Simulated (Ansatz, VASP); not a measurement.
# Two plane-wave programs on Rh

```xyz
1
Lattice="0.0000 1.9209 1.9209 1.9209 0.0000 1.9209 1.9209 1.9209 0.0000" Properties=species:S:1:pos:R:3 pbc="T T T"
Rh    0.0000    0.0000    0.0000
```

Alike in both runs: task single point; functional PBE0; k mesh 7 × 7 × 7; occupations methfessel-paxton of order 1, width 0.15 eV; collinear spin.

```csv
,VASP,Ansatz
version,VASP 6.6.1,Ansatz 0.2.0
potentials or method,"VASP PAW PBE potentials, release 64 (Rh_pv)",Ansatz PAW
plane-wave cutoff (eV),520,420
valence electrons in the cell,15,17
```

|  | VASP | Ansatz | Ansatz less VASP |
| --- | --- | --- | --- |
| gap on the k mesh at the Fermi level (eV) | none | none | - |
| pressure (GPa) | -13.5 | -14.0 | -0.48 |

A gap of «none» marks a metal or a gap that the smearing closes. VASP's potentials hold 15 valence electrons a cell and Ansatz's 17, so a difference there can come from the potentials and not from the codes.

The k mesh is coarse, so the values compare programs but aren't converged. Noted on Ansatz's run: the magnetic or orbital state may not be the lowest.
